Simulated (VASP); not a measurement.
# AlRu in VASP: notebook, part 2 of 2

VASP 6.6.1.

**4. Single point, PBE (z stretched by +3 %, then relaxed in part)**

File INCAR:

```
PREC     = Accurate       # precision mode
ENCUT    = 520            # plane-wave cutoff, eV
EDIFF    = 1E-7           # SCF threshold, eV
ISMEAR   = -1             # smearing method
SIGMA    = 0.05           # smearing width, eV
LREAL    = False          # projectors in reciprocal space
LASPH    = True           # aspherical terms in the spheres
NELM     = 100            # most SCF steps
ALGO     = Normal         # electronic algorithm
ISIF     = 2              # what is computed and relaxed
LWAVE    = False          # write WAVECAR
LCHARG   = False          # write CHGCAR
GGA      = PE             # functional
NBANDS   = 16             # bands
```

File KPOINTS:

```
regular mesh
0
Gamma
  16 16 16
```

File POSCAR:

```
AlRu
1.0
    2.9916000000      0.0000000000      0.0000000000
    0.0000000000      2.9916000000      0.0000000000
    0.0000000000      0.0000000000      3.0813480000
Al Ru
1 1
Direct
    0.0000000000      0.0000000000      0.0000000000
    0.5000000000      0.5000000000      0.5000000000
```

Potentials or basis: VASP PAW PBE potentials, release 64 (Al, Ru_pv).

The run is started by

```console
$ cat potpaw_PBE.64/Al/POTCAR potpaw_PBE.64/Ru_pv/POTCAR > POTCAR
$ mpirun -np 1 vasp_std > vasp.out
```

OUTCAR:

```text
PREC = Accurate
   ENCUT = 520
   EDIFF = 1E-7
   ISMEAR = -1
   LREAL = False
   LASPH = True
   NELM = 100
   ISIF = 2
   GGA = PE

 ion  position               nearest neighbor table
   1  0.000  0.000  0.000-   2 2.62   2 2.62   2 2.62   2 2.62   2 2.62   2 2.62   2 2.62   2 2.62

   2  0.500  0.500  0.500-   1 2.62   1 2.62   1 2.62   1 2.62   1 2.62   1 2.62   1 2.62   1 2.62

  LATTYP: Found a simple tetragonal cell.
 ALAT       =     2.9916000000
 C/A-ratio  =     1.0300000000
[... 645 lines left out ...]

------------------------ aborting loop because EDIFF is reached ----------------------------------------

  FORCE on cell =-STRESS in cart. coord.  units (eV):
  Direction    XX          YY          ZZ          XY          YZ          ZX
  --------------------------------------------------------------------------------------
  -------------------------------------------------------------------------------------
  Total       -0.3077255     -0.3077255     -1.0919520      0.0000000      0.0000000     -0.0000000
  in kB      -17.8783023    -17.8783023    -63.4404603      0.0000000      0.0000000     -0.0000000
  external PRESSURE =     -33.0656883 kB  Pullay stress =       0.0000000 kB

 VOLUME and BASIS-vectors are now :
 -----------------------------------------------------------------------------
  energy-cutoff  :      520.00
  volume of cell :       27.58
      direct lattice vectors                 reciprocal lattice vectors
     2.991600000  0.000000000  0.000000000     0.334269287  0.000000000  0.000000000
     0.000000000  2.991600000  0.000000000     0.000000000  0.334269287  0.000000000
     0.000000000  0.000000000  3.081348000     0.000000000  0.000000000  0.324533289

 POSITION                                       TOTAL-FORCE (eV/Angst)
 -----------------------------------------------------------------------------------
      0.00000      0.00000      0.00000         0.000000      0.000000      0.000000
      1.49580      1.49580      1.54067         0.000000      0.000000      0.000000
 -----------------------------------------------------------------------------------
    total drift:                                0.000000     -0.000000     -0.000000

  FREE ENERGIE OF THE ION-ELECTRON SYSTEM (eV)
  ---------------------------------------------------
  free  energy   TOTEN  =       -14.2519808275 eV

  energy  without entropy=      -14.2376175609  energy(sigma->0) =      -14.24479919
```

Run time: 73 s. Hardware: 1 thread of Intel Xeon Platinum 8488C (Sapphire Rapids), shared host; peak memory 0.28 GiB.

What came out:

```
Free energy            : -14.2520 eV
Pressure               : -3.3 GPa
Band gap on the k mesh : zero (an odd number of electrons rules out a gap without spin polarisation)
```

Levels at points of the mesh, in eV from the Fermi level:
```csv
k point,band 5,band 6,band 7,band 8,band 9,band 10,band 11,band 12,band 13,band 14
"(0.00, 0.00, 0.00)",-3.44,-3.42,0.10,0.10,0.27,5.34,6.22,6.22,10.73,10.79
"(0.50, 0.00, 0.00)",-5.34,-2.63,-1.78,-1.45,0.36,2.33,7.42,10.36,11.12,12.07
"(0.50, 0.50, 0.00)",-2.88,-1.30,-1.30,-1.25,-1.25,1.57,5.36,6.03,9.91,12.12
"(0.00, 0.00, 0.50)",-5.66,-2.73,-1.44,-1.44,0.48,1.84,7.47,11.11,11.11,12.12
"(0.50, 0.00, 0.50)",-3.00,-1.51,-1.31,-1.08,-1.00,1.37,4.99,5.85,10.57,12.12
"(0.50, 0.50, 0.50)",-4.47,-4.47,1.43,1.64,2.38,3.94,4.11,4.11,8.10,8.10
```

Caveat: the cell differs from its parent crystal (z stretched by +3 %, then relaxed in part); the cell stands under tension.

**5. Relaxation of the atoms, PBE (12.58 Å³/atom)**

This run uses another cell than the first one, of 12.58 Å³/atom.

File INCAR:

```
  PREC = Accurate
  ENCUT = 520
  EDIFF = 1E-6
  ISMEAR = -1
  SIGMA = 0.05
  LREAL = F
  LASPH = T
  NELM = 60
  ALGO = Normal
  ISIF = 2
  LWAVE = F
  LCHARG = F
  GGA = PE
  IBRION = 2
  NSW = 80
  EDIFFG = -0.02
```

File KPOINTS:

```
Automatic mesh
0
Gamma
  16 16 16
```

File POSCAR:

```
AlRu
1.0
    2.9305298028      0.0000000000      0.0000000000
    0.0000000000      2.9305298028      0.0000000000
    0.0000000000      0.0000000000      2.9305298028
Al Ru
1 1
Direct
    0.0000000000      0.0000000000      0.0000000000
    0.5000000000      0.5000000000      0.5000000000
```

The run is started by

```console
$ cat potpaw_PBE.64/Al/POTCAR potpaw_PBE.64/Ru_pv/POTCAR > POTCAR
$ mpirun -np 1 vasp_std > vasp.out
```

Wall time 19 s (1 thread of Intel Xeon Platinum 8488C (Sapphire Rapids), shared host); peak memory 0.17 GiB.

It converged, with:

| Property | Result |
| --- | --- |
| Free energy | -14.1630 eV |
| Pressure after relaxing | 17.8 GPa |
| Band gap on the k mesh | zero (an odd number of electrons rules out a gap without spin polarisation) |

Final structure:
```xyz
2
Lattice="2.9305 0.0000 0.0000 0.0000 2.9305 0.0000 0.0000 0.0000 2.9305" Properties=species:S:1:pos:R:3 pbc="T T T"
Al    0.0000    0.0000    0.0000
Ru    1.4653    1.4653    1.4653
```

Levels at points of the mesh, in eV from the Fermi level:
```tsv
k point	band 6	band 7	band 8	band 9	band 10	band 11	band 12
(0.00, 0.00, 0.00)	-3.94	0.18	0.18	0.18	6.37	6.37	6.37
(0.50, 0.00, 0.00)	-3.06	-1.76	-1.76	0.46	2.51	7.38	11.34
(0.50, 0.50, 0.00)	-1.42	-1.42	-1.31	-1.31	1.68	5.72	6.87
(0.50, 0.50, 0.50)	-5.01	1.78	1.78	2.94	4.27	4.27	4.27
```

Caveat: the relaxation stopped at its first step, so nothing moved.

**6. Overview**

```csv
task,cell,gap on the mesh (eV),pressure (GPa)
relaxation of the atoms,"atoms relaxed from a = 2.992, b = 2.992, c = 2.902 Å, 2 atoms",none,9.7
single point,"a = 2.992, b = 2.992, c = 3.051 Å, 2 atoms",none,-1.5
single point,"a = 2.992, b = 2.992, c = 3.081 Å, 2 atoms",none,-3.3
relaxation of the atoms,"atoms relaxed from a = 2.931 Å, 2 atoms",none,17.8
```

Alike in all rows: level PBE; potentials or basis VASP PAW PBE potentials, release 64 (Al, Ru_pv); no spin polarisation; k mesh 16 × 16 × 16; cutoff (eV) 520; smearing fermi-dirac 0.05 eV.

Caveats: the cell stands under tension (at least some runs); the relaxation stopped at its first step, so nothing moved (at least some runs).

Absolute energies hang on the potentials; compare differences alone.
